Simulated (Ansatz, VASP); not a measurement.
One calculation of ScIn3Rh, two programs

```
Sc In Rh
1.0
     5.06156    0.00000    0.00000
     0.00000    5.06156    0.00000
     0.00000    0.00000    5.06156
Sc In Rh
1 3 1
Direct
  0.50000 0.50000 0.50000
  0.50000 0.00000 0.00000
  0.00000 0.50000 0.00000
  0.00000 0.00000 0.50000
  0.00000 0.00000 0.00000
```

Alike in both runs: functional PBE; k mesh 8 × 8 × 8; occupations gaussian, width 0.1 eV; no spin polarisation.

Ansatz relaxed the structure, and its values are those at the end. VASP's run is a single point on that final structure, the one shown.

|  | VASP | Ansatz |
| --- | --- | --- |
| version | VASP 6.6.1 | Ansatz 0.2.0 |
| potentials or method | VASP PAW PBE potentials, release 64 (Sc_sv, In_d, Rh_pv), cutoff 500 eV | scalar-relativistic, plane waves, PAW |
| valence electrons in the cell | 65 | 67 |

|  | VASP | Ansatz | Ansatz less VASP |
| --- | --- | --- | --- |
| gap on the k mesh at the Fermi level (eV) | none | none | - |
| pressure (GPa) | 0.0 | 0.0 | -0.05 |

A gap of «none» marks a metal or a gap that the smearing closes. VASP's potentials hold 65 valence electrons a cell and Ansatz's 67, so a difference there can come from the potentials and not from the codes.
